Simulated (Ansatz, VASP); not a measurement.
**AlN: VASP beside Ansatz**

Contents of POSCAR:

```
AlN
1.0
    0.0000000000      2.1839935596      2.1839935596
    2.1839935596      0.0000000000      2.1839935596
    2.1839935596      2.1839935596      0.0000000000
Al N
1 1
Direct
    0.0485651694      0.0000000000      0.0000000000
    0.7500000000      0.7500000000      0.7500000000
```

The input INCAR.step1:

```
PREC = Accurate
ENCUT = 520
ISMEAR = 0
SIGMA = 0.05
LREAL = F
LASPH = T
NELM = 80
NBANDS = 11
GGA = PE
ALGO = Normal
EDIFF = 1E-4
LWAVE = T
LCHARG = F
```

The input INCAR.step2:

```
PREC = Accurate
ENCUT = 520
EDIFF = 1E-6
ISMEAR = 0
SIGMA = 0.05
LREAL = F
LASPH = T
NELM = 80
ALGO = Normal
ISIF = 2
LWAVE = F
LCHARG = F
METAGGA = R2SCAN
LMIXTAU = T
NBANDS = 11
ISTART = 1
```

File KPOINTS:

```
Automatic mesh
0
Gamma
  10 10 10
```

Input for Ansatz:

```yaml
crystal:
  lattice:
    - [0.0, 2.1839935596, 2.1839935596]
    - [2.1839935596, 0.0, 2.1839935596]
    - [2.1839935596, 2.1839935596, 0.0]
  atoms:
    - { symbol: Al, position: [0.0485651694, 0.0, 0.0] }
    - { symbol: "N", position: [0.75, 0.75, 0.75] }
basis:
  ecutwfc: 500
kpoints:
  mp_grid: { grid: [10, 10, 10] }
hamiltonian:
  xc: r2scan
scf:
  occupations: { method: gaussian, width: 0.05 }
output:
  forces: true
  stress: true
  eigenvalues: true
```

Change from the starting cell: all Al atoms moved -0.150 Å, as atom 1 towards its neighbour atom 1 (Al) at 3.089 Å.

Alike in both runs: task single point; functional r2SCAN; k mesh 10 × 10 × 10; occupations gaussian, width 0.05 eV; no spin polarisation.

```csv
,VASP,Ansatz
version,VASP 6.6.1,Ansatz 0.2.0
potentials or method,"VASP PAW PBE potentials, release 64 (Al, N), cutoff 520 eV","scalar-relativistic, plane waves, PAW"
valence electrons in the cell,8,8
```

```csv
,VASP,Ansatz,Ansatz less VASP
gap on the k mesh at the Fermi level (eV),3.53,3.54,+0.007
least direct gap on the mesh (eV),4.45,4.42,-0.038
pressure (GPa),2.8,3.1,+0.31
"traceless stress, the component that is largest in VASP (GPa)",-7.75,-7.57,+0.181
rms of the force components (eV/Å),1.425,1.406,-0.0191
```

VASP's potentials were made for PBE, not for r2SCAN. Atom by atom the forces differ by 0.019 eV/Å (rms over components). The functional is the same, so the differences come from potentials, cutoffs and numerics.
